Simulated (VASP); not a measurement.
Wanted: the native input for a VASP 6.6.1 run.

* Task: single point
* Functional: HSE06
* Potentials or basis: VASP PAW PBE potentials, release 64 (Be, Te)
* Cutoff: 520 eV
* k mesh: 6 × 6 × 6
* Occupations: gaussian, width 0.01 eV
* Spin: no spin polarisation
* Dipole correction: no
* Grid for exact exchange (PRECFOCK): Normal
* Further INCAR settings: ALGO = Normal; EDIFF = 1e-06; NBANDS = 11
* Share of exact exchange: 0.25
* Screening parameter: 0.2079 1/Å

Crystal: BeTe.

```
Be Te
1.0
     0.00000    2.81448    2.81448
     2.81448    0.00000    2.81448
     2.81448    2.81448    0.00000
Be Te
1 1
Direct
  0.00000 0.00000 0.00000
  0.25000 0.25000 0.25000
```

This cell differs from its parent crystal: strain -0.5%.

One way to write it, as run:

POSCAR

```
BeTe
1.0
    0.0000000000      2.8144805042      2.8144805042
    2.8144805042      0.0000000000      2.8144805042
    2.8144805042      2.8144805042      0.0000000000
Be Te
1 1
Direct
    0.0000000000      0.0000000000      0.0000000000
    0.2500000000      0.2500000000      0.2500000000
```

INCAR.step1

```
SYSTEM = BeTe
PREC = Accurate
ENCUT = 520
EDIFF = 1E-5
ISMEAR = 0
SIGMA = 0.01
LREAL = .FALSE.
LASPH = .TRUE.
NELM = 100
ALGO = Normal
ISIF = 2
LWAVE = .TRUE.
LCHARG = .FALSE.
NBANDS = 11
GGA = PE
```

INCAR.step2

```
SYSTEM = BeTe
PREC = Accurate
ENCUT = 520
EDIFF = 1E-6
ISMEAR = 0
SIGMA = 0.01
LREAL = .FALSE.
LASPH = .TRUE.
NELM = 100
ALGO = Normal
ISIF = 2
LWAVE = .FALSE.
LCHARG = .FALSE.
GGA = PE
LHFCALC = .TRUE.
HFSCREEN = 0.2079
PRECFOCK = Normal
NBANDS = 11
ISTART = 1
```

KPOINTS

```
Automatic mesh
0
G
  6 6 6
  0 0 0
```

Potentials or basis: VASP PAW PBE potentials, release 64 (Be, Te).

The run is started by

```console
$ cat potpaw_PBE.64/Be/POTCAR potpaw_PBE.64/Te/POTCAR > POTCAR
$ cp INCAR.step1 INCAR
$ mpirun -np 1 vasp_std > vasp.out
$ cp INCAR.step2 INCAR
$ mpirun -np 1 vasp_std > vasp.out
```

It gave:

```yaml
Pressure: -0.1 GPa
Band_gap_on_the_k_mesh: 2.63 eV (least direct gap 4.47 eV)
```

Caveat: the cell differs from its parent crystal (strain -0.5%); the PAW data sets were made with another functional, which shifts forces and pressure a little; spin-orbit coupling is left out, which moves the levels of the heavy elements.

Wall time 20 min on 1 thread of Intel Xeon 8259CL, on a shared host, peak memory 0.3 GiB.
